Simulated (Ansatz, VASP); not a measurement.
# Two plane-wave programs on AlRu

```
Al Ru
1.0
    -2.97641    0.00000   -2.97641
     0.00000   -2.97641   -2.97641
    -2.97641   -2.97641    0.00000
Al Ru
2 2
Direct
  0.00000 0.00000 0.00000
  0.50000 0.50000 0.50000
  0.21220 0.28780 0.21220
  0.78780 0.71220 0.78780
```

Change from the starting cell: mode 4 (187.9 1/cm) frozen in, largest displacement +0.225 Å.

Alike in both runs: task single point; functional PBEsol; k mesh 18 × 18 × 18; occupations gaussian, width 0.15 eV; no spin polarisation.

|  | VASP | Ansatz |
| --- | --- | --- |
| version | VASP 6.6.1 | Ansatz 0.2.0 |
| potentials or method | VASP PAW PBE potentials, release 64 (Al, Ru_pv), cutoff 520 eV | scalar-relativistic, plane waves, PAW |
| valence electrons in the cell | 34 | 38 |

```csv
,VASP,Ansatz,Ansatz less VASP
gap on the k mesh at the Fermi level (eV),none,none,-
pressure (GPa),9.2,9.0,-0.18
"traceless stress, the component that is largest in VASP (GPa)",6.36,6.37,+0.017
rms of the force components (eV/Å),1.598,1.587,-0.0105
```

VASP's potentials were made for PBE, not for PBEsol. Atom by atom the forces differ by 0.010 eV/Å (rms over components). A gap of «none» marks a metal or a gap that the smearing closes. VASP's potentials hold 34 valence electrons a cell and Ansatz's 38, so a difference there can come from the potentials and not from the codes.
